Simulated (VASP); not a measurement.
# S (R-3m) in VASP: single point with PBE

Aim: the single point of S with PBE.

All numbers are computed with VASP 6.6.1; they aren't measurements. Logs are shortened: lines on timing, memory, paths and dates and some standing lists are left out, and cuts for length are marked.

## (1) The cell of the first run

Symmetry: R-3m, No. 166, trigonal system. The conventional cell has a = 3.130 Å, b = 3.130 Å, c = 6.423 Å, α = 90.00°, β = 90.00°, γ = 120.00°. Within 3.7 Å of S (site symmetry -3m) lie 12 S at 2.80 to 3.13 Å.

## (2) Single point, PBE (strained)

File INCAR:

```
SYSTEM = S
  PREC = Accurate
  ENCUT = 520
  EDIFF = 1E-6
  ISMEAR = 0
  SIGMA = 0.1
  LREAL = .FALSE.
  LASPH = .TRUE.
  NELM = 60
  ALGO = Normal
  ISIF = 2
  LWAVE = .FALSE.
  LCHARG = .FALSE.
  GGA = PE
  NBANDS = 9
```

File KPOINTS:

```
regular mesh
0
G
  15 15 15
  0 0 0
```

File POSCAR:

```
S
1.0
   -0.2393220413      1.9737885920      1.9737885920
    1.9737885920     -0.2393220413      1.9737885920
    1.9737885920      1.9737885920     -0.2393220413
S
1
Direct
    0.0000000000      0.0000000000      0.0000000000
```

Potentials or basis: VASP PAW PBE potentials, release 64 (S).

Run with:

```console
$ cat potpaw_PBE.64/S/POTCAR > POTCAR
$ mpirun -np 1 vasp_std > vasp.out
```

OUTCAR:

```text
SYSTEM = S
   PREC = Accurate
   ENCUT = 520
   EDIFF = 1E-6
   ISMEAR = 0
   LREAL = .FALSE.
   LASPH = .TRUE.
   NELM = 60
   ISIF = 2
   GGA = PE

 ion  position               nearest neighbor table
   1  0.000  0.000  0.000-

  LATTYP: Found a trigonal (rhomboedric) cell.
 ALAT       =     2.8015991596
 COS(alpha) =     0.3759861159

  Lattice vectors:

 A1 = (  -0.2393220413,   1.9737885920,   1.9737885920)
 A2 = (   1.9737885920,  -0.2393220413,   1.9737885920)
 A3 = (   1.9737885920,   1.9737885920,  -0.2393220413)

Analysis of symmetry for initial positions (statically):
=====================================================================
 Subroutine PRICEL returns:
 Original cell was already a primitive cell.

 Routine SETGRP: Setting up the symmetry group for a
 trigonal (rhombohedral) supercell.

 Subroutine GETGRP returns: Found 12 space group operations
 (whereof 12 operations were pure point group operations)
 out of a pool of 12 trial point group operations.

The static configuration has the point symmetry D_3d.

Analysis of symmetry for dynamics (positions and initial velocities):
=====================================================================
 Subroutine PRICEL returns:
 Original cell was already a primitive cell.

 Routine SETGRP: Setting up the symmetry group for a
 trigonal (rhombohedral) supercell.

 Subroutine GETGRP returns: Found 12 space group operations
 (whereof 12 operations were pure point group operations)
 out of a pool of 12 trial point group operations.

The dynamic configuration has the point symmetry D_3d.

 Subroutine INISYM returns: Found 12 space group operations
 (whereof 12 operations are pure point group operations),
 and found     1 'primitive' translations

----------------------------------------------------------------------------------------

                                     Primitive cell

  volume of cell :      18.1625

  direct lattice vectors                    reciprocal lattice vectors
    -0.239322041  1.973788592  1.973788592    -0.211345593  0.240507100  0.240507100
     1.973788592 -0.239322041  1.973788592     0.240507100 -0.211345593  0.240507100
     1.973788592  1.973788592 -0.239322041     0.240507100  0.240507100 -0.211345593

  length of vectors
     2.801599160  2.801599160  2.801599160     0.400442618  0.400442618  0.400442618
[... 80 lines left out ...]
   LREAL  =      F    real-space projection
   EDIFFG = 0.1E-04   stopping-criterion for IOM
   NSW    =      0    number of steps for IOM
   IBRION =     -1    ionic relax: 0-MD 1-quasi-New 2-CG
   NFREE  =      0    steps in history (QN), initial steepest desc. (CG)
   ISIF   =      2    stress and relaxation
   ISYM   =      2    0-nonsym 1-usesym 2-fastsym
   POTIM  = 0.5000    time-step for ionic-motion
   TEBEG  =    0.0;   TEEND  =   0.0 temperature during run
   PSTRESS=    0.0 pullay stress
   NELECT =       6.0000    total number of electrons
   NUPDOWN=      -1.0000    fix difference up-down
   EMIN   =  10.00;   EMAX   =-10.00  energy-range for DOS
   EFERMI =   0.00;   METHOD = LEGACY
   ISMEAR =     0;   SIGMA  =   0.10  broadening in eV -4-tet -1-fermi 0-gaus
   EFERMI_NEDOS =   21; number of points for ismear=-14 and -15
   IALGO  =     38    algorithm
   IMIX   =      4    mixing-type and parameters
     AMIX     =   0.40;   BMIX     =  1.00
     AMIX_MAG =   1.60;   BMIX_MAG =  1.00
  volume/ion in A,a.u.               =      18.16       122.57
  Fermi-wavevector in a.u.,A,eV,Ry     =   1.131705  2.138613 17.425751  1.280757
  Thomas-Fermi vector in A             =   2.268405
   LORBIT       =      0    0 simple, 1 ext, 2 COOP (PROOUT), +10 PAW based schemes
   GGA     = PE    functional components
   LHFCALC =     F    Hartree Fock is set to
   AEXX    =    0.0000 exact exchange contribution
   IVDW    =     0    specifies the selected vdW correction
   LEPSILON=     F    determine dielectric tensor
   LRPA    =     F    only Hartree local field effects (RPA)
 non-spin polarized calculation
 Gauss-broadening in eV      SIGMA  =   0.10
  energy-cutoff  :      520.00
  volume of cell :       18.16
 maximum number of plane-waves:       500
 NGX is ok and might be reduce to    24
   NGX = 11   NGY = 11   NGZ = 11

 number of electron       6.0000001 magnetization

 Free energy of the ion-electron system (eV)
  ---------------------------------------------------
  ext. energy  EPLUGINS =         0.00000000
  ---------------------------------------------------
  free energy    TOTEN  =        -2.94222571 eV

  energy without entropy =       -2.93836597  energy(sigma->0) =       -2.94029584

 E-fermi :   5.6311     XC(G=0): -10.4854

 val. band max:        5.6277506343   @ k =   0.4000   0.4000   0.2667
 cond. band min:       5.6375422630   @ k =  -0.4667   0.4000   0.4000
 fundamental gap:      0.0097916287
 Fermi energy:         5.6310637877

 k-point     1 :       0.0000    0.0000    0.0000
  band No.  band energies     occupation
      1      -9.9512      2.00000
      2       7.5349      0.00000
      3       7.5349      0.00000
      4       8.9773      0.00000
      5      16.1103      0.00000
      6      16.1103      0.00000
      7      16.9965      0.00000
      8      21.8312      0.00000
      9      22.9185      0.00000
[... 265 lines left out ...]
 k-point    24 :       0.2000    0.1333    0.0000
  band No.  band energies     occupation
      1      -9.1532      2.00000
      2       5.1830      2.00000
      3       6.7419      0.00000
      4       7.7764      0.00000
      5      15.7623      0.00000
      6      17.3167      0.00000
      7      18.2957      0.00000
      8      20.3872      0.00000
      9      22.1710      0.00000

 [... further k-points ...]

------------------------ aborting loop because EDIFF is reached ----------------------------------------

  FORCE on cell =-STRESS in cart. coord.  units (eV):
  Direction    XX          YY          ZZ          XY          YZ          ZX
  --------------------------------------------------------------------------------------
  -------------------------------------------------------------------------------------
  Total       -0.8888535     -0.8888535     -0.8888535     -0.9904400     -0.9904400     -0.9904400
  in kB      -78.4088150    -78.4088150    -78.4088150    -87.3701093    -87.3701093    -87.3701093
  external PRESSURE =     -78.4088150 kB  Pullay stress =       0.0000000 kB

 VOLUME and BASIS-vectors are now :
 -----------------------------------------------------------------------------
  energy-cutoff  :      520.00
  volume of cell :       18.16
      direct lattice vectors                 reciprocal lattice vectors
    -0.239322041  1.973788592  1.973788592    -0.211345593  0.240507100  0.240507100
     1.973788592 -0.239322041  1.973788592     0.240507100 -0.211345593  0.240507100
     1.973788592  1.973788592 -0.239322041     0.240507100  0.240507100 -0.211345593

 POSITION                                       TOTAL-FORCE (eV/Angst)
 -----------------------------------------------------------------------------------
      0.00000      0.00000      0.00000        -0.000000     -0.000000     -0.000000
 -----------------------------------------------------------------------------------
    total drift:                                0.000000     -0.000000      0.000000

  FREE ENERGIE OF THE ION-ELECTRON SYSTEM (eV)
  ---------------------------------------------------
  free  energy   TOTEN  =        -2.9422257148 eV

  energy  without entropy=       -2.9383659663  energy(sigma->0) =       -2.94029584
```

stdout:

```text
POSCAR found type information on POSCAR S
 POSCAR found :  1 types and       1 ions
 scaLAPACK will be used
 LDA part: xc-table for (Slater+PW92), standard interpolation
 POSCAR, INCAR and KPOINTS ok, starting setup
 FFT: planning ... GRIDC
 FFT: planning ... GRID_SOFT
 FFT: planning ... GRID
 WAVECAR not read
 entering main loop
```

Wall time 17 s (1 thread of Intel Xeon 6975P-C (Granite Rapids), shared host); peak memory 0.16 GiB.

What came out:

```yaml
Free_energy: -2.9422 eV
Pressure: -7.8 GPa
Band_gap_on_the_k_mesh: zero (band 3 reaches 7.59 eV, above the bottom of band 4 at 3.68 eV)
```

Levels at points of the mesh, in eV from the Fermi level:
| k point | band 1 | band 2 | band 3 | band 4 | band 5 | band 6 |
| --- | --- | --- | --- | --- | --- | --- |
| (0.00, 0.00, 0.00) | -15.58 | 1.90 | 1.90 | 3.35 | 10.48 | 10.48 |

Caveat: the cell differs from its parent crystal (strained).
